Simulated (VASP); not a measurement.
Input of a VASP 6.6.1 run:

Contents of INCAR:

```
ALGO = Normal
EDIFF = 1E-6
ENCUT = 520
GGA = PS
ISIF = 2
ISMEAR = 0
LASPH = True
LCHARG = False
LREAL = False
LWAVE = False
NBANDS = 9
NELM = 80
PREC = Accurate
SIGMA = 0.15
```

The input KPOINTS:

```
k-points
0
Gamma
  22 22 22
```

The input POSCAR:

```
S
1.0
    0.0000000000      1.9943503440      1.9943503440
    1.9943503440      0.0000000000      1.9943503440
    1.9943503440      1.9943503440      0.0000000000
S
1
Direct
    0.0000000000      0.0000000000      0.0000000000
```

Potentials or basis: VASP PAW PBE potentials, release 64 (S).

Launch:

```sh
$ cat potpaw_PBE.64/S/POTCAR > POTCAR
$ mpirun -np 1 vasp_std > vasp.out
```

(1) Predict the pressure.

(2) What does it give for the band gap on the k mesh?

Results:

(1) -5.1 GPa.

(2) zero (band 3 reaches 10.58 eV, above the bottom of band 4 at 4.84 eV).

Caveat: the PAW data sets were made with another functional, which shifts forces and pressure a little.
